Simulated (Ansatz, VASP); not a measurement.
## GaMo: VASP beside Ansatz

Contents of INCAR:

```
ALGO = Fast
EDIFF = 1E-7
EDIFFG = -0.08
ENCUT = 600
GGA = PE
IBRION = 2
ISIF = 3
ISMEAR = 0
LASPH = T
LCHARG = F
LREAL = F
LWAVE = F
NELM = 80
NSW = 36
PREC = Accurate
SIGMA = 0.2
```

KPOINTS

```
k-points
0
Gamma
  6 6 6
```

Contents of POSCAR:

```
GaMo
1.0
    3.2650000000      0.0000000000      0.0000000000
    0.0000000000      3.2650000000      0.0000000000
    0.0000000000      0.0000000000      3.2650000000
Ga Mo
1 1
Direct
    0.5000000000      0.5000000000      0.5000000000
    0.0000000000      0.0000000000      0.0000000000
```

Input for Ansatz:

```yaml
crystal:
  lattice:
    - [3.265, 0.0, 0.0]
    - [0.0, 3.265, 0.0]
    - [0.0, 0.0, 3.265]
  atoms:
    - { symbol: Ga, position: [0.5, 0.5, 0.5] }
    - { symbol: Mo, position: [0.0, 0.0, 0.0] }
basis:
  ecutwfc: 420
kpoints:
  mp_grid: { grid: [6, 6, 6] }
hamiltonian:
  xc: pbe
scf:
  occupations: { method: gaussian, width: 0.2 }
  lower_state_search: "off"
output:
  forces: true
  stress: true
  eigenvalues: true
relax:
  adjacent_minimum: "off"
  f_tol: 0.08
  max_steps: 16
  cell: { stress_tol: 0.8 }
```

Alike in both runs: task relaxation of cell and atoms; functional PBE; k mesh 6 × 6 × 6; occupations gaussian, width 0.2 eV; no spin polarisation.

|  | VASP | Ansatz |
| --- | --- | --- |
| version | VASP 6.6.1 | Ansatz 0.2.0 |
| potentials or method | VASP PAW PBE potentials, release 64 (Ga_d, Mo_sv), cutoff 600 eV | scalar-relativistic, plane waves, PAW |
| valence electrons in the cell | 27 | 27 |

|  | VASP | Ansatz | Ansatz less VASP |
| --- | --- | --- | --- |
| gap on the k mesh at the Fermi level, each at its own relaxed structure (eV) | none | none | - |
| relaxed volume (Å³/atom) | 15.31 | 15.26 | -0.045 |
| relaxed length of the cell vector where the two differ most in proportion (Å) | 3.128 | 3.125 | -0.0030 |

A gap of «none» marks a metal or a gap that the smearing closes.
